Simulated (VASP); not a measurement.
# YNbGe (Cmcm) in VASP: further runs

Runs on YNbGe. Level: r2SCAN. Tasks: single point.

Program: VASP 6.6.1. These are calculated values, not measurements. Logs are shortened: lines on timing, memory, paths and dates and some standing lists are left out, and cuts for length are marked.

### Step 1. The cell of the first run

Symmetry: Cmcm, No. 63, orthorhombic system. Conventional cell: a = 4.106 Å, b = 10.584 Å, c = 5.844 Å, α = 90.00°, β = 90.00°, γ = 90.00°. Within 3.9 Å of Y (site symmetry m2m) lie 5 Ge at 2.98 to 3.13 Å and 6 Nb at 3.22 to 3.59 Å and 4 Y at 3.79 Å. Ge (site symmetry m2m) has 4 Nb at 2.76 Å and 5 Y at 2.98 to 3.13 Å and 2 Ge at 3.68 Å within 3.7 Å. Within 3.6 Å of Nb (site symmetry 2/m) lie 4 Ge at 2.76 Å and 2 Nb at 2.92 Å and 6 Y at 3.22 to 3.59 Å.

### Step 2. Single point, r2SCAN

File POSCAR:

```
YNbGe
1.0
    4.1064357700      0.0000000000      0.0000000000
    2.0532173800     -5.2922166700      0.0000000000
    0.0000000000      0.0000000000     -5.8443506800
Y Ge Nb
2 2 2
Direct
    0.3099000000      0.3802000000      0.7500000000
    0.6901000000      0.6198000000      0.2500000000
    0.6058000000      0.7884000000      0.7500000000
    0.3942000000      0.2116000000      0.2500000000
    0.0000000000      0.0000000000      0.0000000000
    0.0000000000      0.0000000000      0.5000000000
```

File INCAR.step1:

```
SYSTEM = YNbGe
PREC = Accurate ; ENCUT = 520
ISMEAR = -1 ; SIGMA = 0.1
LREAL = .False. ; LASPH = .True.
NELM = 60 ; NBANDS = 47
GGA = PE ; ALGO = Normal
EDIFF = 1E-4 ; LWAVE = .True.
LCHARG = .False.
```

File INCAR.step2:

```
SYSTEM = YNbGe
PREC = Accurate ; ENCUT = 520
EDIFF = 1E-6 ; ISMEAR = -1
SIGMA = 0.1 ; LREAL = .False.
LASPH = .True. ; NELM = 60
ALGO = Normal ; ISIF = 2
LWAVE = .False. ; LCHARG = .False.
METAGGA = R2SCAN ; LMIXTAU = .True.
NBANDS = 47 ; ISTART = 1
```

File KPOINTS:

```
Automatic mesh
0
Gamma
  5 5 3
  0 0 0
```

Potentials or basis: VASP PAW PBE potentials, release 64 (Y_sv, Ge_d, Nb_sv).

Started as:

```bash
cat potpaw_PBE.64/Y_sv/POTCAR potpaw_PBE.64/Ge_d/POTCAR potpaw_PBE.64/Nb_sv/POTCAR > POTCAR
cp INCAR.step1 INCAR
mpirun -np 1 vasp_std > vasp.out
cp INCAR.step2 INCAR
mpirun -np 1 vasp_std > vasp.out
```

OUTCAR:

```text
SYSTEM = YNbGe
   PREC = Accurate
   ENCUT = 520
   EDIFF = 1E-6
   ISMEAR = -1
   LREAL = .False.
   LASPH = .True.
   NELM = 60
   ISIF = 2
   METAGGA = R2SCAN
   ISTART = 1

 ion  position               nearest neighbor table
   1  0.310  0.380  0.750-   3 2.98   3 2.98   4 3.06   4 3.06   3 3.13   6 3.22   5 3.22   6 3.22
                             5 3.22   6 3.59   5 3.59   2 3.79   2 3.79   2 3.79   2 3.79
   2  0.690  0.620  0.250-   4 2.98   4 2.98   3 3.06   3 3.06   4 3.13   6 3.22   5 3.22   5 3.22
                             6 3.22   5 3.59   6 3.59   1 3.79   1 3.79   1 3.79   1 3.79
   3  0.606  0.788  0.750-   5 2.76   6 2.76   5 2.76   6 2.76   1 2.98   1 2.98   2 3.06   2 3.06
                             1 3.13
   4  0.394  0.212  0.250-   5 2.76   6 2.76   5 2.76   6 2.76   2 2.98   2 2.98   1 3.06   1 3.06
                             2 3.13
   5  0.000  0.000  0.000-   3 2.76   4 2.76   3 2.76   4 2.76   6 2.92   6 2.92   2 3.22   1 3.22
                             1 3.22   2 3.22   2 3.59   1 3.59
   6  0.000  0.000  0.500-   3 2.76   4 2.76   3 2.76   4 2.76   5 2.92   5 2.92   2 3.22   1 3.22
                             1 3.22   2 3.22   2 3.59   1 3.59

  LATTYP: Found a base centered orthorhombic cell.
 ALAT       =     4.1064357700
 B/A-ratio  =     2.5775231692
 C/A-ratio  =     1.4232173611

  Lattice vectors:

 A1 = (   2.0532183900,   5.2922166700,   0.0000000000)
 A2 = (   2.0532173800,  -5.2922166700,   0.0000000000)
 A3 = (   0.0000000000,   0.0000000000,  -5.8443506800)

Analysis of symmetry for initial positions (statically):
=====================================================================
 Subroutine PRICEL returns:
 Original cell was already a primitive cell.

 Routine SETGRP: Setting up the symmetry group for a
 base centered orthorhombic supercell.

 Subroutine GETGRP returns: Found  8 space group operations
 (whereof  4 operations were pure point group operations)
 out of a pool of  8 trial point group operations.

The static configuration has the point symmetry C_2h.
 The point group associated with its full space group is D_2h.

Analysis of symmetry for dynamics (positions and initial velocities):
=====================================================================
 Subroutine PRICEL returns:
 Original cell was already a primitive cell.

 Routine SETGRP: Setting up the symmetry group for a
 base centered orthorhombic supercell.

 Subroutine GETGRP returns: Found  8 space group operations
 (whereof  4 operations were pure point group operations)
 out of a pool of  8 trial point group operations.

The dynamic configuration has the point symmetry C_2h.
 The point group associated with its full space group is D_2h.

 Subroutine INISYM returns: Found  8 space group operations
 (whereof  4 operations are pure point group operations),
 and found     1 'primitive' translations

----------------------------------------------------------------------------------------

                                     Primitive cell

  volume of cell :     127.0103

  direct lattice vectors                    reciprocal lattice vectors
     4.106435770  0.000000000  0.000000000     0.243520185  0.094478346  0.000000000
     2.053217380 -5.292216670  0.000000000     0.000000000 -0.188956738  0.000000000
     0.000000000  0.000000000 -5.844350680     0.000000000  0.000000000 -0.171105407

  length of vectors
     4.106435770  5.676553434  5.844350680     0.261205357  0.188956738  0.171105407

  position of ions in fractional coordinates (direct lattice)
     0.309900000  0.380200000  0.750000000
     0.690100000  0.619800000  0.250000000
     0.605800000  0.788400000  0.750000000
     0.394200000  0.211600000  0.250000000
     0.000000000  0.000000000  0.000000000
     0.000000000  0.000000000  0.500000000

  ion indices of the primitive-cell ions
   primitive index   ion index
                 1           1
                 2           2
                 3           3
                 4           4
                 5           5
                 6           6

----------------------------------------------------------------------------------------

 KPOINTS: Automatic mesh

Automatic generation of k-mesh.
 Grid dimensions read from file:
 generate k-points for:    5    5    3

 Generating k-lattice:

  Cartesian coordinates                     Fractional coordinates (reciprocal lattice)
     0.048704037  0.018895669  0.000000000     0.200000000 -0.000000000  0.000000000
     0.000000000 -0.037791348  0.000000000     0.000000000  0.200000000  0.000000000
     0.000000000  0.000000000 -0.057035136     0.000000000  0.000000000  0.333333333

  Length of vectors
     0.052241071  0.037791348  0.057035136

  Shift w.r.t. Gamma in fractional coordinates (k-lattice)
     0.000000000  0.000000000  0.000000000

 Subroutine IBZKPT returns following result:
 ===========================================

 Found     18 irreducible k-points:

 Following reciprocal coordinates:
            Coordinates               Weight
  0.000000  0.000000  0.000000      1.000000
  0.200000  0.000000  0.000000      4.000000
  0.400000  0.000000  0.000000      4.000000
  0.000000  0.200000  0.000000      2.000000
  0.400000  0.200000  0.000000      2.000000
 -0.400000  0.200000  0.000000      4.000000
[... 10 lines left out ...]
  0.000000  0.400000  0.333333      4.000000
 -0.200000  0.400000  0.333333      4.000000
   k-points           NKPTS =     18   k-points in BZ     NKDIM =     18   number of bands    NBANDS=     47
   number of dos      NEDOS =    301   number of ions     NIONS =      6
   total plane-waves  NPLWV =  64512
   dimension x,y,z NGX =    32 NGY =   42 NGZ =   48
   dimension x,y,z NGXF=    64 NGYF=   84 NGZF=   96
   ions per type =               2   2   2
   NGX,Y,Z   is equivalent  to a cutoff of  12.95, 12.30, 13.65 a.u.
   NGXF,Y,Z  is equivalent  to a cutoff of  25.91, 24.60, 27.31 a.u.
 SYSTEM =  YNbGe
   PREC   = accura    normal or accurate (medium, high low for compatibility)
   ISTART =      1    job   : 0-new  1-cont  2-samecut
   ICHARG =      0    charge: 1-file 2-atom 10-const
   ISPIN  =      1    spin polarized calculation?
   LNONCOLLINEAR =      F non collinear calculations
   LSORBIT =      F    spin-orbit coupling
   LASPH  =      T    aspherical Exc in radial PAW
   ENCUT  =  520.0 eV  38.22 Ry    6.18 a.u.   7.64 10.55 10.87*2*pi/ulx,y,z
   NELM   =     60;   NELMIN=  2; NELMDL=  0     # of ELM steps
   EDIFF  = 0.1E-05   stopping-criterion for ELM
   LREAL  =      F    real-space projection
   EDIFFG = 0.1E-04   stopping-criterion for IOM
   NSW    =      0    number of steps for IOM
   IBRION =     -1    ionic relax: 0-MD 1-quasi-New 2-CG
   NFREE  =      0    steps in history (QN), initial steepest desc. (CG)
   ISIF   =      2    stress and relaxation
   ISYM   =      2    0-nonsym 1-usesym 2-fastsym
   POTIM  = 0.5000    time-step for ionic-motion
   TEBEG  =    0.0;   TEEND  =   0.0 temperature during run
   PSTRESS=    0.0 pullay stress
   NELECT =      76.0000    total number of electrons
   NUPDOWN=      -1.0000    fix difference up-down
   EMIN   =  10.00;   EMAX   =-10.00  energy-range for DOS
   EFERMI =   0.00;   METHOD = LEGACY
   ISMEAR =    -1;   SIGMA  =   0.10  broadening in eV -4-tet -1-fermi 0-gaus
   EFERMI_NEDOS =   21; number of points for ismear=-14 and -15
   IALGO  =     38    algorithm
   IMIX   =      4    mixing-type and parameters
     AMIX     =   0.40;   BMIX     =  1.00
     AMIX_MAG =   1.60;   BMIX_MAG =  1.00
  volume/ion in A,a.u.               =      21.17       142.85
  Fermi-wavevector in a.u.,A,eV,Ry     =   1.379536  2.606945 25.893516  1.903120
  Thomas-Fermi vector in A             =   2.504496
   LORBIT       =      0    0 simple, 1 ext, 2 COOP (PROOUT), +10 PAW based schemes
   METAGGA = R2SCAN    functional components
   LHFCALC =     F    Hartree Fock is set to
   AEXX    =    0.0000 exact exchange contribution
   IVDW    =     0    specifies the selected vdW correction
   LEPSILON=     F    determine dielectric tensor
   LRPA    =     F    only Hartree local field effects (RPA)
 non-spin polarized calculation
  energy-cutoff  :      520.00
  volume of cell :      127.01
 maximum number of plane-waves:      3430
   NGX = 15   NGY = 21   NGZ = 21

 number of electron      76.0000016 magnetization

 Free energy of the ion-electron system (eV)
  ---------------------------------------------------
  ext. energy  EPLUGINS =         0.00000000
  ---------------------------------------------------
  free energy    TOTEN  =      -121.20341252 eV

  energy without entropy =     -121.01897087  energy(sigma->0) =     -121.11119169

 E-fermi :   6.7841     XC(G=0): -12.0909

 val. band max:        6.7776972316   @ k =  -0.2000   0.2000   0.3333
 cond. band min:       6.8156877568   @ k =  -0.4000   0.2000   0.3333
 fundamental gap:      0.0379905252
 Fermi energy:         6.7840925764

 k-point     1 :       0.0000    0.0000    0.0000
  band No.  band energies     occupation
      1     -49.7790      2.00000
      2     -49.6888      2.00000
      3     -36.8015      2.00000
      4     -36.7778      2.00000
      5     -25.4504      2.00000
      6     -25.3018      2.00000
[... 39 lines left out ...]
     46      10.5386      0.00000
     47      10.7915      0.00000

 k-point     2 :       0.2000    0.0000    0.0000
  band No.  band energies     occupation
      1     -49.7785      2.00000
      2     -49.6884      2.00000
      3     -36.7979      2.00000
      4     -36.7784      2.00000
      5     -25.4484      2.00000
      6     -25.3146      2.00000
[... 39 lines left out ...]
     46      10.5887      0.00000
     47      10.6182      0.00000

 k-point     3 :       0.4000    0.0000    0.0000
  band No.  band energies     occupation
      1     -49.7777      2.00000
      2     -49.6878      2.00000
      3     -36.7896      2.00000
      4     -36.7819      2.00000
      5     -25.4453      2.00000
      6     -25.3354      2.00000
[... 39 lines left out ...]
     46      10.9504      0.00000
     47      11.0054      0.00000

 k-point     4 :       0.0000    0.2000    0.0000
  band No.  band energies     occupation
      1     -49.7790      2.00000
      2     -49.6888      2.00000
      3     -36.8017      2.00000
      4     -36.7776      2.00000
      5     -25.4510      2.00000
      6     -25.3019      2.00000
[... 639 lines left out ...]
     46      10.3277      0.00000
     47      10.5367      0.00000

 k-point    17 :       0.0000    0.4000    0.3333
  band No.  band energies     occupation
      1     -49.7566      2.00000
      2     -49.7115      2.00000
      3     -36.7959      2.00000
      4     -36.7835      2.00000
      5     -25.2769      2.00000
      6     -25.2697      2.00000
[... 39 lines left out ...]
     46      10.2601      0.00000
     47      10.5492      0.00000

 k-point    18 :      -0.2000    0.4000    0.3333
  band No.  band energies     occupation
      1     -49.7561      2.00000
      2     -49.7111      2.00000
      3     -36.7931      2.00000
      4     -36.7832      2.00000
      5     -25.2891      2.00000
      6     -25.2678      2.00000
[... 39 lines left out ...]
     46      10.1875      0.00000
     47      10.5491      0.00000

------------------------ aborting loop because EDIFF is reached ----------------------------------------

  FORCE on cell =-STRESS in cart. coord.  units (eV):
  Direction    XX          YY          ZZ          XY          YZ          ZX
  --------------------------------------------------------------------------------------
  -------------------------------------------------------------------------------------
  Total       -1.8852199      2.9421787     -1.5213966      0.0000003      0.0000000      0.0000000
  in kB      -23.7811949     37.1142515    -19.1917290      0.0000035      0.0000000      0.0000000
  external PRESSURE =      -1.9528908 kB  Pullay stress =       0.0000000 kB

 VOLUME and BASIS-vectors are now :
 -----------------------------------------------------------------------------
  energy-cutoff  :      520.00
  volume of cell :      127.01
      direct lattice vectors                 reciprocal lattice vectors
     4.106435770  0.000000000  0.000000000     0.243520185  0.094478346  0.000000000
     2.053217380 -5.292216670  0.000000000     0.000000000 -0.188956738  0.000000000
     0.000000000  0.000000000 -5.844350680     0.000000000  0.000000000 -0.171105407

 POSITION                                       TOTAL-FORCE (eV/Angst)
 -----------------------------------------------------------------------------------
      2.05322     -2.01210     -4.38326        -0.000000     -0.414775     -0.000000
      4.10644     -3.28012     -1.46109         0.000000      0.414775     -0.000000
      4.10644     -4.17238     -4.38326        -0.000000     -0.210334      0.000000
      2.05322     -1.11983     -1.46109         0.000000      0.210334     -0.000000
      0.00000      0.00000      0.00000         0.000000     -0.000000     -0.000000
      0.00000      0.00000     -2.92218         0.000000     -0.000000     -0.000000
 -----------------------------------------------------------------------------------
    total drift:                                0.000000     -0.000000     -0.000000

  FREE ENERGIE OF THE ION-ELECTRON SYSTEM (eV)
  ---------------------------------------------------
  free  energy   TOTEN  =      -121.2034125160 eV

  energy  without entropy=     -121.0189708651  energy(sigma->0) =     -121.11119169
```

Wall time 3.9 min (1 thread of Intel Xeon 6975P-C (Granite Rapids), shared host); peak memory 0.32 GiB.

Results:

- Free energy: -121.2034 eV
- Pressure: -0.2 GPa
- Largest force: 0.415 eV/Å
- Band gap on the k mesh: zero (bands 38 and 39 overlap by 0.58 eV)

Forces in eV/Å, atoms in the order of the input:
```
Y    0.000 -0.415  0.000
Y    0.000  0.415  0.000
Ge   0.000 -0.210  0.000
Ge   0.000  0.210  0.000
Nb   0.000  0.000  0.000
Nb   0.000  0.000  0.000
```

Levels at points of the mesh, in eV from the Fermi level:
```
           k point  band 36  band 37  band 38  band 39  band 40  band 41
(0.00, 0.00, 0.00)    -0.63    -0.63    -0.61    -0.40     0.18     1.66
```

Caveat: the PAW data sets were made with another functional, which shifts forces and pressure a little.

### Step 3. Single point, r2SCAN

POSCAR is that of step 2.

File INCAR.step1:

```
PREC = Accurate ; ENCUT = 520
ISMEAR = -1 ; SIGMA = 0.1
LREAL = F ; LASPH = T
NELM = 100 ; NBANDS = 47
GGA = PE ; ALGO = Normal
EDIFF = 1E-4 ; LWAVE = T
LCHARG = F
```

File INCAR.step2:

```
PREC = Accurate ; ENCUT = 520
EDIFF = 1E-6 ; ISMEAR = -1
SIGMA = 0.1 ; LREAL = F
LASPH = T ; NELM = 100
ALGO = Normal ; ISIF = 2
LWAVE = F ; LCHARG = F
METAGGA = R2SCAN ; LMIXTAU = T
NBANDS = 47 ; ISTART = 1
```

File KPOINTS:

```
regular mesh
0
Gamma
  5 5 3
```

Potentials or basis: VASP PAW PBE potentials, release 64 (Y_sv, Ge_d, Nb_sv).

Started as:

```bash
cat potpaw_PBE.64/Y_sv/POTCAR potpaw_PBE.64/Ge_d/POTCAR potpaw_PBE.64/Nb_sv/POTCAR > POTCAR
cp INCAR.step1 INCAR
mpirun -np 1 vasp_std > vasp.out
cp INCAR.step2 INCAR
mpirun -np 1 vasp_std > vasp.out
```

Wall time 3.2 min (1 thread of Intel Xeon 6975P-C (Granite Rapids), shared host); peak memory 0.32 GiB.

The run converged. Its results:

```
Free energy            : -121.2034 eV
Pressure               : -0.2 GPa
Largest force          : 0.415 eV/Å
Band gap on the k mesh : zero (bands 38 and 39 overlap by 0.58 eV)
```

Forces on the atoms (eV/Å):
```
Y    0.000 -0.415  0.000
Y    0.000  0.415  0.000
Ge   0.000 -0.210  0.000
Ge   0.000  0.210  0.000
Nb   0.000  0.000  0.000
Nb   0.000  0.000  0.000
```

Stress tensor (GPa, compression positive):
```
-2.38  0.00  0.00
 0.00  3.71  0.00
 0.00  0.00 -1.92
```

Levels at points of the mesh, in eV from the Fermi level:
```csv
k point,band 34,band 35,band 36,band 37,band 38,band 39,band 40,band 41,band 42,band 43
"(0.00, 0.00, 0.00)",-1.09,-0.87,-0.63,-0.63,-0.61,-0.40,0.18,1.66,2.41,2.45
```

Caveat: the PAW data sets were made with another functional, which shifts forces and pressure a little.
